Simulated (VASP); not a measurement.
A run of VASP 6.6.1:

The input INCAR:

```
ALGO = Fast
EDIFF = 1E-6
ENCUT = 520
GGA = CA
ISIF = 2
ISMEAR = -1
LASPH = True
LCHARG = True
LELF = True
LREAL = False
LVHAR = True
LWAVE = False
NBANDS = 22
NELM = 100
PREC = Accurate
SIGMA = 0.05
```

The input KPOINTS:

```
k-points
0
Gamma
  6 6 9
```

The input POSCAR:

```
Bi
1.0
    3.4173821397     -3.0686298933      0.0000000000
    3.4173821397      3.0686298933      0.0000000000
   -1.2345086997      0.0000000000      3.0499903288
Bi
2
Direct
    0.7530610000      0.7530610000      0.8573820000
    0.2469390000      0.2469390000      0.1426180000
```

Potentials or basis: VASP PAW LDA potentials, release 64 (Bi_d).

Launch:

```console
$ cat potpaw_LDA.64/Bi_d/POTCAR > POTCAR
$ mpirun -np 1 vasp_std > vasp.out
```

Hardware: 1 thread of Intel(R) Xeon(R) 6975P-C (Granite Rapids), on a shared host.

Task: Estimate the wall time of this run.

Result: Run time: 37 s on 1 thread of Intel(R) Xeon(R) 6975P-C (Granite Rapids), with other jobs on the host, peak memory 0.22 GiB. Counts: scf iterations 12, k points 97.
